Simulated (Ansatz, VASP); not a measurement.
# N in VASP and in Ansatz

```
N
1.0
    13.00000    0.00000    0.00000
     0.00000   13.30000    0.00000
     0.00000    0.00000   13.60000
N
2
Direct
  0.45769 0.50000 0.50000
  0.54231 0.50000 0.50000
```

Alike in both runs: functional PBEsol; k mesh 1 × 1 × 1; occupations gaussian, width 0.01 eV; no spin polarisation.

Ansatz relaxed the structure, and its values are those at the end. VASP's run is a single point on that final structure, the one shown.

|  | VASP | Ansatz |
| --- | --- | --- |
| version | VASP 6.6.1 | Ansatz 0.2.0 |
| potentials or method | VASP PAW PBE potentials, release 64 (N), cutoff 520 eV | scalar-relativistic, plane waves, PAW |
| valence electrons in the cell | 10 | 10 |

Ansatz gave:

- gap on the k mesh at the Fermi level (eV): 8.23
- rms of the force components (eV/Å): 0.001

Which values does VASP return?

gap on the k mesh at the Fermi level (eV): 8.19; rms of the force components (eV/Å): 1.079.

VASP's potentials were made for PBE, not for PBEsol. One of these differences is far larger than is usual between the two programs; its cause wasn't traced. With one functional, cell and mesh, what is left measures potentials, basis and numerics. Ansatz's warnings: stress scf threshold loose.

Noted on VASP's run: the standard files for N, O and F lose accuracy on very short bonds.
